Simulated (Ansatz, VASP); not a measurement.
# KI in VASP and in Ansatz

The input POSCAR:

```
KI
1.0
    0.0000000000      3.5792642128      3.5792642128
    3.5792642128      0.0000000000      3.5792642128
    3.5792642128      3.5792642128      0.0000000000
I K
1 1
Direct
    0.5000000000      0.5000000000      0.5000000000
    0.0000000000      0.0000000000      0.0000000000
```

The input INCAR.step1:

```
SYSTEM = KI
  ALGO = Normal
  EDIFF = 1E-5
  ENCUT = 520
  GGA = PE
  ISIF = 2
  ISMEAR = -1
  LASPH = .True.
  LCHARG = .False.
  LREAL = .False.
  LWAVE = .True.
  NBANDS = 15
  NELM = 60
  PREC = Accurate
  SIGMA = 0.05
```

Contents of INCAR.step2:

```
SYSTEM = KI
  ALGO = Normal
  EDIFF = 1E-7
  ENCUT = 520
  GGA = PE
  HFSCREEN = 0.2079
  ISIF = 2
  ISMEAR = -1
  ISTART = 1
  LASPH = .True.
  LCHARG = .False.
  LHFCALC = .True.
  LREAL = .False.
  LWAVE = .False.
  NBANDS = 15
  NELM = 60
  PREC = Accurate
  PRECFOCK = Normal
  SIGMA = 0.05
```

Contents of KPOINTS:

```
k-points
0
Gamma
  4 4 4
  0 0 0
```

Contents of input:

```
crystal:
  lattice:
    - [0.0, 3.5792642128, 3.5792642128]
    - [3.5792642128, 0.0, 3.5792642128]
    - [3.5792642128, 3.5792642128, 0.0]
  atoms:
    - { symbol: I, position: [0.5, 0.5, 0.5] }
    - { symbol: K, position: [0.0, 0.0, 0.0] }
hamiltonian:
  xc: hse06
  pseudopotentials: { kind: paw }
kpoints:
  mp_grid: { grid: [4, 4, 4] }
scf:
  occupations: { method: fermi_dirac, width: 0.05 }
output:
  forces: true
  stress: true
  eigenvalues: true
  write_density: true
  write_potential: true
  elf: true
  volumetric_format: npy
```

Alike in both runs: task single point; functional HSE06; k mesh 4 × 4 × 4; occupations fermi-dirac, width 0.05 eV; no spin polarisation.

|  | VASP | Ansatz |
| --- | --- | --- |
| version | VASP 6.6.1 | Ansatz 0.2.0 |
| potentials or method | VASP PAW PBE potentials, release 64 (I, K_sv) | Ansatz PAW |
| plane-wave cutoff (eV) | 520 | 420 |
| valence electrons in the cell | 16 | 26 |

VASP gave:

| Quantity | Value |
| --- | --- |
| gap on the k mesh at the Fermi level (eV) | 4.86 |
| least direct gap on the mesh (eV) | 4.86 |
| pressure (GPa) | -0.1 |

Question: Which values does Ansatz return?

Answer: gap on the k mesh at the Fermi level (eV): 4.87; least direct gap on the mesh (eV): 4.87; pressure (GPa): -0.1.

With one functional, cell and mesh, what is left measures potentials, basis and numerics. VASP's potentials hold 16 valence electrons a cell and Ansatz's 26, so a difference there can come from the potentials and not from the codes.

Spin-orbit coupling is off throughout.
